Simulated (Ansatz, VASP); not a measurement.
# SiNi: VASP beside Ansatz

```
Si Ni
1.0
     4.41984    0.00000    0.00000
     0.00000    4.41984    0.00000
     0.00000    0.00000    4.41984
Si Ni
4 4
Cartesian
  2.8858 0.6759 1.5341
  0.6759 1.5341 2.8858
  1.5341 2.8858 0.6759
  3.7440 3.7440 3.7440
  1.5499 3.7598 2.8699
  3.7598 2.8699 1.5499
  2.8699 1.5499 3.7598
  0.6600 0.6600 0.6600
```

Alike in both runs: functional r2SCAN; k mesh 8 × 8 × 8; occupations gaussian, width 0.1 eV; no spin polarisation.

Ansatz relaxed the structure, and its values are those at the end. VASP's run is a single point on that final structure, the one shown.

|  | VASP | Ansatz |
| --- | --- | --- |
| version | VASP 6.6.1 | Ansatz 0.2.0 |
| potentials or method | VASP PAW PBE potentials, release 64 (Si, Ni), cutoff 520 eV | scalar-relativistic, plane waves, PAW |
| valence electrons in the cell | 56 | 88 |

```csv
,VASP,Ansatz,Ansatz less VASP
gap on the k mesh at the Fermi level (eV),none,none,-
pressure (GPa),6.7,6.7,-0.09
```

VASP's potentials were made for PBE, not for r2SCAN. A gap of «none» marks a metal or a gap that the smearing closes. VASP's potentials hold 56 valence electrons a cell and Ansatz's 88, so a difference there can come from the potentials and not from the codes. Ansatz's warnings: stress scf threshold loose.
